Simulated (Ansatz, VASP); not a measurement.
# Two plane-wave programs on SiO2

```
Si O
1.0
     4.23597    0.00000    0.00000
     0.00000    4.23597    0.00000
     0.00000    0.00000    2.69056
Si O
2 4
Direct
  0.00000 0.00000 0.00000
  0.50000 0.50000 0.50000
  0.30697 0.30697 0.00000
  0.19303 0.80697 0.50000
  0.69303 0.69303 0.00000
  0.80697 0.19303 0.50000
```

Alike in both runs: functional PBE; k mesh 6 × 6 × 8; occupations gaussian, width 0.02 eV; no spin polarisation.

Ansatz relaxed the structure, and its values are those at the end. VASP's run is a single point on that final structure, the one shown.

|  | VASP | Ansatz |
| --- | --- | --- |
| version | VASP 6.6.1 | Ansatz 0.2.0 |
| potentials or method | VASP PAW PBE potentials, release 64 (Si, O), cutoff 520 eV | scalar-relativistic, plane waves, PAW |
| valence electrons in the cell | 32 | 32 |

```csv
,VASP,Ansatz,Ansatz less VASP
gap on the k mesh at the Fermi level (eV),5.02,5.04,+0.015
least direct gap on the mesh (eV),5.02,5.04,+0.015
pressure (GPa),0.1,0.0,-0.13
rms of the force components (eV/Å),0.008,0.001,-0.0075
```

With one functional, cell and mesh, what is left measures potentials, basis and numerics.
